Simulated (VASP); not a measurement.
# NaCl (Fm-3m) in VASP: settings compared, part 2 of 2

VASP 6.6.1. The steps go on from the part before.

## 5. Single point, PBE

This run uses another cell than the first one, of 23.08 Å³/atom, 1.052 times its volume.

INCAR

```
SYSTEM = NaCl
  PREC = Accurate
  ENCUT = 520
  EDIFF = 1E-6
  ISMEAR = -1
  SIGMA = 0.02
  LREAL = .False.
  LASPH = .True.
  NELM = 60
  ALGO = Normal
  ISIF = 2
  LWAVE = .False.
  LCHARG = .False.
  GGA = PE
  NBANDS = 14
```

KPOINTS

```
regular mesh
0
Gamma
  8 8 8
  0 0 0
```

POSCAR

```
NaCl
1.0
    0.0000000000      2.8470933255      2.8470933255
    2.8470933255      0.0000000000      2.8470933255
    2.8470933255      2.8470933255      0.0000000000
Na Cl
1 1
Direct
    0.0000000000      0.0000000000      0.0000000000
    0.5000000000      0.5000000000      0.5000000000
```

Potentials or basis: VASP PAW PBE potentials, release 64 (Na_pv, Cl).

On the command line:

```sh
$ cat potpaw_PBE.64/Na_pv/POTCAR potpaw_PBE.64/Cl/POTCAR > POTCAR
$ mpirun -np 1 vasp_std > vasp.out
```

OUTCAR:

```text
SYSTEM = NaCl
   PREC = Accurate
   ENCUT = 520
   EDIFF = 1E-6
   ISMEAR = -1
   LREAL = .False.
   LASPH = .True.
   NELM = 60
   ISIF = 2
   GGA = PE

 ion  position               nearest neighbor table
   1  0.000  0.000  0.000-
   2  0.500  0.500  0.500-

  LATTYP: Found a face centered cubic cell.
 ALAT       =     5.6941866510

  Lattice vectors:

 A1 = (   0.0000000000,   2.8470933255,   2.8470933255)
 A2 = (   2.8470933255,   0.0000000000,   2.8470933255)
 A3 = (   2.8470933255,   2.8470933255,   0.0000000000)
[... 582 lines left out ...]
      8       7.3615      0.00000
      9       8.5171      0.00000
     10       9.2548      0.00000
     11      10.7314      0.00000
     12      13.3073      0.00000
     13      14.5293      0.00000
     14      15.5806      0.00000

 [... further k-points ...]
[... 5 lines left out ...]
  --------------------------------------------------------------------------------------
  -------------------------------------------------------------------------------------
  Total       -0.0012643     -0.0012643     -0.0012643      0.0000000      0.0000000     -0.0000000
  in kB       -0.0438861     -0.0438861     -0.0438861      0.0000000      0.0000000     -0.0000000
  external PRESSURE =      -0.0438861 kB  Pullay stress =       0.0000000 kB

 VOLUME and BASIS-vectors are now :
 -----------------------------------------------------------------------------
  energy-cutoff  :      520.00
  volume of cell :       46.16
      direct lattice vectors                 reciprocal lattice vectors
     0.000000000  2.847093325  2.847093325    -0.175617706  0.175617706  0.175617706
     2.847093325  0.000000000  2.847093325     0.175617706 -0.175617706  0.175617706
     2.847093325  2.847093325  0.000000000     0.175617706  0.175617706 -0.175617706

 POSITION                                       TOTAL-FORCE (eV/Angst)
 -----------------------------------------------------------------------------------
      0.00000      0.00000      0.00000        -0.000000     -0.000000      0.000000
      2.84709      2.84709      2.84709         0.000000      0.000000      0.000000
 -----------------------------------------------------------------------------------
    total drift:                               -0.000000      0.000000      0.000000

  FREE ENERGIE OF THE ION-ELECTRON SYSTEM (eV)
  ---------------------------------------------------
  free  energy   TOTEN  =        -6.7778872570 eV

  energy  without entropy=       -6.7778872570  energy(sigma->0) =       -6.77788726
```

stdout:

```text
POSCAR found type information on POSCAR NaCl
 POSCAR found :  2 types and       2 ions
 scaLAPACK will be used
 LDA part: xc-table for (Slater+PW92), standard interpolation
 POSCAR, INCAR and KPOINTS ok, starting setup
 FFT: planning ... GRIDC
 FFT: planning ... GRID_SOFT
 FFT: planning ... GRID
 WAVECAR not read
 entering main loop
```

Run time: 10 s. Hardware: 1 thread of Intel Xeon Platinum 8559C (Emerald Rapids), shared host; peak memory 0.16 GiB.

Results:

```yaml
Free_energy: -6.7779 eV
Pressure: 0.0 GPa
Band_gap_on_the_k_mesh: 5.00 eV, direct
```

## 6. Single point, r2SCAN

This run uses another cell than the first one, of 22.02 Å³/atom, 1.004 times its volume.

POSCAR

```
NaCl
1.0
    0.0000000000      2.8027320724      2.8027320724
    2.8027320724      0.0000000000      2.8027320724
    2.8027320724      2.8027320724      0.0000000000
Na Cl
1 1
Direct
    0.0000000000      0.0000000000      0.0000000000
    0.5000000000      0.5000000000      0.5000000000
```

INCAR.step1

```
SYSTEM = NaCl
ALGO = Normal
EDIFF = 1E-4
ENCUT = 520
GGA = PE
ISMEAR = -1
LASPH = .True.
LCHARG = .False.
LREAL = .False.
LWAVE = .True.
NBANDS = 14
NELM = 60
PREC = Accurate
SIGMA = 0.02
```

INCAR.step2

```
SYSTEM = NaCl
ALGO = Normal
EDIFF = 1E-6
ENCUT = 520
ISIF = 2
ISMEAR = -1
ISTART = 1
LASPH = .True.
LCHARG = .True.
LELF = .True.
LMIXTAU = .True.
LREAL = .False.
LVHAR = .True.
LWAVE = .False.
METAGGA = R2SCAN
NBANDS = 14
NELM = 60
PREC = Accurate
SIGMA = 0.02
```

KPOINTS

```
k-points
0
Gamma
  8 8 8
  0 0 0
```

Potentials or basis: VASP PAW PBE potentials, release 64 (Na_pv, Cl).

On the command line:

```sh
$ cat potpaw_PBE.64/Na_pv/POTCAR potpaw_PBE.64/Cl/POTCAR > POTCAR
$ cp INCAR.step1 INCAR
$ mpirun -np 1 vasp_std > vasp.out
$ cp INCAR.step2 INCAR
$ mpirun -np 1 vasp_std > vasp.out
```

OUTCAR:

```text
SYSTEM = NaCl
   EDIFF = 1E-6
   ENCUT = 520
   ISIF = 2
   ISMEAR = -1
   ISTART = 1
   LASPH = .True.
   LREAL = .False.
   METAGGA = R2SCAN
   NELM = 60
   PREC = Accurate

 ion  position               nearest neighbor table
   1  0.000  0.000  0.000-
   2  0.500  0.500  0.500-

  LATTYP: Found a face centered cubic cell.
 ALAT       =     5.6054641448

  Lattice vectors:

 A1 = (   0.0000000000,   2.8027320724,   2.8027320724)
 A2 = (   2.8027320724,   0.0000000000,   2.8027320724)
 A3 = (   2.8027320724,   2.8027320724,   0.0000000000)

Analysis of symmetry for initial positions (statically):
=====================================================================
 Subroutine PRICEL returns:
 Original cell was already a primitive cell.

 Routine SETGRP: Setting up the symmetry group for a
 face centered cubic supercell.

 Subroutine GETGRP returns: Found 48 space group operations
 (whereof 48 operations were pure point group operations)
 out of a pool of 48 trial point group operations.

The static configuration has the point symmetry O_h .

Analysis of symmetry for dynamics (positions and initial velocities):
=====================================================================
 Subroutine PRICEL returns:
 Original cell was already a primitive cell.

 Routine SETGRP: Setting up the symmetry group for a
 face centered cubic supercell.

 Subroutine GETGRP returns: Found 48 space group operations
 (whereof 48 operations were pure point group operations)
 out of a pool of 48 trial point group operations.

The dynamic configuration has the point symmetry O_h .

 Subroutine INISYM returns: Found 48 space group operations
 (whereof 48 operations are pure point group operations),
 and found     1 'primitive' translations

----------------------------------------------------------------------------------------

                                     Primitive cell

  volume of cell :      44.0326

  direct lattice vectors                    reciprocal lattice vectors
     0.000000000  2.802732072  2.802732072    -0.178397359  0.178397359  0.178397359
     2.802732072  0.000000000  2.802732072     0.178397359 -0.178397359  0.178397359
     2.802732072  2.802732072  0.000000000     0.178397359  0.178397359 -0.178397359

  length of vectors
     3.963661708  3.963661708  3.963661708     0.308993290  0.308993290  0.308993290

  position of ions in fractional coordinates (direct lattice)
     0.000000000  0.000000000  0.000000000
     0.500000000  0.500000000  0.500000000

  ion indices of the primitive-cell ions
   primitive index   ion index
                 1           1
                 2           2

----------------------------------------------------------------------------------------

 KPOINTS: k-points

Automatic generation of k-mesh.
 Grid dimensions read from file:
 generate k-points for:    8    8    8

 Generating k-lattice:

  Cartesian coordinates                     Fractional coordinates (reciprocal lattice)
    -0.022299670  0.022299670  0.022299670     0.125000000  0.000000000  0.000000000
     0.022299670 -0.022299670  0.022299670     0.000000000  0.125000000  0.000000000
     0.022299670  0.022299670 -0.022299670     0.000000000  0.000000000  0.125000000

  Length of vectors
     0.038624161  0.038624161  0.038624161

  Shift w.r.t. Gamma in fractional coordinates (k-lattice)
     0.000000000  0.000000000  0.000000000

 Subroutine IBZKPT returns following result:
 ===========================================

 Found     29 irreducible k-points:

 Following reciprocal coordinates:
            Coordinates               Weight
  0.000000  0.000000  0.000000      1.000000
  0.125000  0.000000  0.000000      8.000000
  0.250000  0.000000  0.000000      8.000000
  0.375000  0.000000  0.000000      8.000000
  0.500000  0.000000  0.000000      4.000000
  0.125000  0.125000  0.000000      6.000000
[... 16 lines left out ...]
  0.500000  0.250000  0.125000     48.000000
 -0.375000  0.250000  0.125000     24.000000
 [... further k-points ...]
   k-points           NKPTS =     29   k-points in BZ     NKDIM =     29   number of bands    NBANDS=     14
   number of dos      NEDOS =    301   number of ions     NIONS =      2
   total plane-waves  NPLWV =  27000
   dimension x,y,z NGX =    30 NGY =   30 NGZ =   30
   dimension x,y,z NGXF=    60 NGYF=   60 NGZF=   60
   ions per type =               1   1
   NGX,Y,Z   is equivalent  to a cutoff of  12.58, 12.58, 12.58 a.u.
   NGXF,Y,Z  is equivalent  to a cutoff of  25.17, 25.17, 25.17 a.u.
 SYSTEM =  NaCl
   PREC   = accura    normal or accurate (medium, high low for compatibility)
   ISTART =      1    job   : 0-new  1-cont  2-samecut
   ICHARG =      0    charge: 1-file 2-atom 10-const
   ISPIN  =      1    spin polarized calculation?
   LNONCOLLINEAR =      F non collinear calculations
   LSORBIT =      F    spin-orbit coupling
   LASPH  =      T    aspherical Exc in radial PAW
   ENCUT  =  520.0 eV  38.22 Ry    6.18 a.u.   7.37  7.37  7.37*2*pi/ulx,y,z
   NELM   =     60;   NELMIN=  2; NELMDL=  0     # of ELM steps
   EDIFF  = 0.1E-05   stopping-criterion for ELM
   LREAL  =      F    real-space projection
   EDIFFG = 0.1E-04   stopping-criterion for IOM
   NSW    =      0    number of steps for IOM
   IBRION =     -1    ionic relax: 0-MD 1-quasi-New 2-CG
   NFREE  =      0    steps in history (QN), initial steepest desc. (CG)
   ISIF   =      2    stress and relaxation
   ISYM   =      2    0-nonsym 1-usesym 2-fastsym
   POTIM  = 0.5000    time-step for ionic-motion
   TEBEG  =    0.0;   TEEND  =   0.0 temperature during run
   PSTRESS=    0.0 pullay stress
   NELECT =      14.0000    total number of electrons
   NUPDOWN=      -1.0000    fix difference up-down
   EMIN   =  10.00;   EMAX   =-10.00  energy-range for DOS
   EFERMI =   0.00;   METHOD = LEGACY
   ISMEAR =    -1;   SIGMA  =   0.02  broadening in eV -4-tet -1-fermi 0-gaus
   EFERMI_NEDOS =   21; number of points for ismear=-14 and -15
   IALGO  =     38    algorithm
   IMIX   =      4    mixing-type and parameters
     AMIX     =   0.40;   BMIX     =  1.00
     AMIX_MAG =   1.60;   BMIX_MAG =  1.00
  volume/ion in A,a.u.               =      22.02       148.57
  Fermi-wavevector in a.u.,A,eV,Ry     =   1.117359  2.111502 16.986742  1.248490
  Thomas-Fermi vector in A             =   2.253981
   LORBIT       =      0    0 simple, 1 ext, 2 COOP (PROOUT), +10 PAW based schemes
   METAGGA = R2SCAN    functional components
   LHFCALC =     F    Hartree Fock is set to
   AEXX    =    0.0000 exact exchange contribution
   IVDW    =     0    specifies the selected vdW correction
   LEPSILON=     F    determine dielectric tensor
   LRPA    =     F    only Hartree local field effects (RPA)
 non-spin polarized calculation
  energy-cutoff  :      520.00
  volume of cell :       44.03
 maximum number of plane-waves:      1243
 NGX is ok and might be reduce to    30
   NGX = 15   NGY = 15   NGZ = 15

 number of electron      14.0000003 magnetization

 Free energy of the ion-electron system (eV)
  ---------------------------------------------------
  ext. energy  EPLUGINS =         0.00000000
  ---------------------------------------------------
  free energy    TOTEN  =       -13.79008887 eV

  energy without entropy =      -13.79008887  energy(sigma->0) =      -13.79008887

 E-fermi :  -0.5455     XC(G=0):  -8.7307

 val. band max:       -1.0573946903   @ k =   0.0000   0.0000   0.0000
 cond. band min:       4.9407288180   @ k =   0.0000   0.0000   0.0000
 fundamental gap:      5.9981235084
 Fermi energy:        -0.5455468948

 k-point     1 :       0.0000    0.0000    0.0000
  band No.  band energies     occupation
      1     -22.5428      2.00000
      2     -22.5424      2.00000
      3     -22.5424      2.00000
      4     -14.3222      2.00000
      5      -1.0574      2.00000
      6      -1.0574      2.00000
      7      -1.0574      2.00000
      8       4.9407      0.00000
      9      10.7203      0.00000
     10      10.7203      0.00000
     11      10.7203      0.00000
     12      12.9928      0.00000
     13      12.9928      0.00000
     14      14.6260      0.00000
[... 375 lines left out ...]
 k-point    24 :      -0.3750    0.2500    0.1250
  band No.  band energies     occupation
      1     -22.5672      2.00000
      2     -22.5508      2.00000
      3     -22.5468      2.00000
      4     -13.9279      2.00000
      5      -2.7591      2.00000
      6      -1.8579      2.00000
      7      -1.4963      2.00000
      8       8.0092      0.00000
      9       9.4799      0.00000
     10      10.0479      0.00000
     11      11.6004      0.00000
     12      14.2316      0.00000
     13      15.6630      0.00000
     14      16.5695      0.00000

 [... further k-points ...]
[... 5 lines left out ...]
  --------------------------------------------------------------------------------------
  -------------------------------------------------------------------------------------
  Total       -0.0411812     -0.0411812     -0.0411812     -0.0000000     -0.0000000      0.0000000
  in kB       -1.4984245     -1.4984245     -1.4984245     -0.0000000     -0.0000000      0.0000000
  external PRESSURE =      -1.4984245 kB  Pullay stress =       0.0000000 kB

 VOLUME and BASIS-vectors are now :
 -----------------------------------------------------------------------------
  energy-cutoff  :      520.00
  volume of cell :       44.03
      direct lattice vectors                 reciprocal lattice vectors
     0.000000000  2.802732072  2.802732072    -0.178397359  0.178397359  0.178397359
     2.802732072  0.000000000  2.802732072     0.178397359 -0.178397359  0.178397359
     2.802732072  2.802732072  0.000000000     0.178397359  0.178397359 -0.178397359

 POSITION                                       TOTAL-FORCE (eV/Angst)
 -----------------------------------------------------------------------------------
      0.00000      0.00000      0.00000         0.000000      0.000000     -0.000000
      2.80273      2.80273      2.80273         0.000000      0.000000      0.000000
 -----------------------------------------------------------------------------------
    total drift:                               -0.000000      0.000000      0.000000

  FREE ENERGIE OF THE ION-ELECTRON SYSTEM (eV)
  ---------------------------------------------------
  free  energy   TOTEN  =       -13.7900888680 eV

  energy  without entropy=      -13.7900888680  energy(sigma->0) =      -13.79008887
```

Run time: 44 s. Hardware: 1 thread of Intel Xeon Platinum 8559C (Emerald Rapids), shared host; peak memory 0.16 GiB.

What came out:

```
Free energy            : -13.7901 eV
Pressure               : -0.1 GPa
Band gap on the k mesh : 6.00 eV, direct
```

Levels at points of the mesh, in eV from the valence-band top:
```csv
k point,band 3,band 4,band 5,band 6,band 7,band 8,band 9,band 10,band 11,band 12
"(0.00, 0.00, 0.00)",-21.48,-13.26,0.00,0.00,0.00,6.00,11.78,11.78,11.78,14.05
"(0.50, 0.00, 0.00)",-21.49,-12.90,-1.98,-0.29,-0.29,7.98,11.77,11.81,11.81,16.11
"(0.50, 0.50, 0.00)",-21.49,-12.85,-1.73,-0.63,-0.63,8.50,8.60,12.35,16.09,16.09
```

Caveat: the PAW data sets were made with another functional, which shifts forces and pressure a little. A k mesh can miss the band edges.

## 7. Summary

```tsv
level	potentials or basis	cell	smearing	gap on the mesh (eV)	pressure (GPa)
PBEsol	VASP PAW PBE potentials, release 64 (Na_pv, Cl)	a = 3.959 Å, angles 60.0°, 2 atoms	fermi-dirac 0.02 eV	5.01	0.1
PBE	VASP PAW PBE potentials, release 64 (Na_pv, Cl)	a = 3.964 Å, angles 60.0°, 2 atoms	fermi-dirac 0.02 eV	5.18	1.2
LDA	VASP PAW LDA potentials, release 64 (Na_pv, Cl)	a = 3.964 Å, angles 60.0°, 2 atoms	gaussian 0.01 eV	4.77	-2.0
PBE	VASP PAW PBE potentials, release 64 (Na_pv, Cl)	a = 4.026 Å, angles 60.0°, 2 atoms	fermi-dirac 0.02 eV	5.00	0.0
r2SCAN	VASP PAW PBE potentials, release 64 (Na_pv, Cl)	a = 3.964 Å, angles 60.0°, 2 atoms	fermi-dirac 0.02 eV	6.00	-0.1
```

Alike in all rows: task single point; no spin polarisation; k mesh 8 × 8 × 8; cutoff (eV) 520.

Caveats: the PAW data sets were made with another functional, which shifts forces and pressure a little (some runs).

Total energies depend on the potentials used, so only differences within one code and one set of settings carry meaning.
